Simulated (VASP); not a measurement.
Sr3Ti2O3:

```
Sr Ti O
1.0
     7.28785    0.00000    0.00000
    -3.64392    6.31146    0.00000
     0.00000    0.00000    3.07686
Sr Ti O
3 2 3
Cartesian
  3.0531 0.0000 1.5384
  2.1174 3.6674 1.5384
  -1.5265 2.6440 1.5384
  0.0000 4.2076 0.0000
  3.6439 2.1038 0.0000
  5.5626 0.0000 0.0000
  0.8626 1.4941 0.0000
  -2.7813 4.8173 0.0000
```

The cell was generated, and may not be a known phase.

* Program: VASP 6.6.1
* Task: relaxation of cell and atoms
* Functional: PBE
* Potentials or basis: VASP PAW PBE potentials, release 64 (Sr_sv, Ti_sv, O)
* Cutoff: 600 eV
* k mesh: 3 × 3 × 5
* Occupations: gaussian, width 0.2 eV
* Spin: collinear spin
* Starting moments: [0.0, 0.0, 0.0, 1.0, 1.0, 0.0, 0.0, 0.0] μB

At the start: pressure 6.1 GPa; volume 17.69 Å³/atom.

Question: Where does the relaxation end?

Answer: Over 21 steps the energy falls by 2140.0 meV/atom and the volume is 23.18 Å³/atom (+31.1 %); space group P-62m (No. 189, to 0.1 Å) before and after; moment 2.52 μB per cell.

The path:
```tsv
step	energy change (eV)	largest force (eV/Å)	pressure (GPa)	volume (Å³)
1	0.0000	3.7396	6.08	141.53
2	-5.4479	3.3862	0.30	154.42
3	-12.1477	2.3749	-9.33	183.24
4	-12.8311	0.7921	17.37	142.88
5	-13.8173	1.0592	1.79	158.13
6	-13.8220	0.9533	2.63	157.00
7	-14.6213	0.9297	2.31	161.29
8	-16.0494	1.0827	-1.09	172.10
9	-16.1059	0.9901	-2.06	174.54
10	-16.4522	0.4578	2.23	168.43
11	-16.4523	0.4474	2.35	168.29
12	-16.8249	0.6376	-0.12	178.70
13	-16.9081	0.7969	-2.30	187.24
14	-17.0490	0.3453	0.59	182.18
15	-17.0512	0.3954	0.26	182.79
16	-17.0876	0.1779	0.16	184.22
17	-17.0947	0.1957	0.12	185.18
18	-17.1128	0.1091	-0.51	186.86
19	-17.1136	0.0878	-0.67	187.29
20	-17.1169	0.0763	0.58	184.25
21	-17.1198	0.0678	0.06	185.48
```

Final structure:
```yaml
crystal:
  lattice:
    - [6.88705, 0.00000, 0.00000]
    - [-3.44352, 5.96436, 0.00000]
    - [0.00000, 0.00000, 4.51538]
  atoms:
    - { symbol: Sr, position: [0.32042, 0.00000, 0.50000] }
    - { symbol: Sr, position: [0.67958, 0.67958, 0.50000] }
    - { symbol: Sr, position: [0.00000, 0.32042, 0.50000] }
    - { symbol: Ti, position: [0.33333, 0.66667, 0.00000] }
    - { symbol: Ti, position: [0.66667, 0.33333, 0.00000] }
    - { symbol: O, position: [0.46791, 0.00000, 0.00000] }
    - { symbol: O, position: [0.53209, 0.53209, 0.00000] }
    - { symbol: O, position: [0.00000, 0.46791, 0.00000] }
```

Caveat: the k points lie up to 0.35 Å⁻¹ apart in the final cell; the volume moved by over 15 % at a fixed basis, so the end points are rough; the relaxation stopped at a loose force limit of 0.08 eV/Å, so its end isn't a converged minimum.
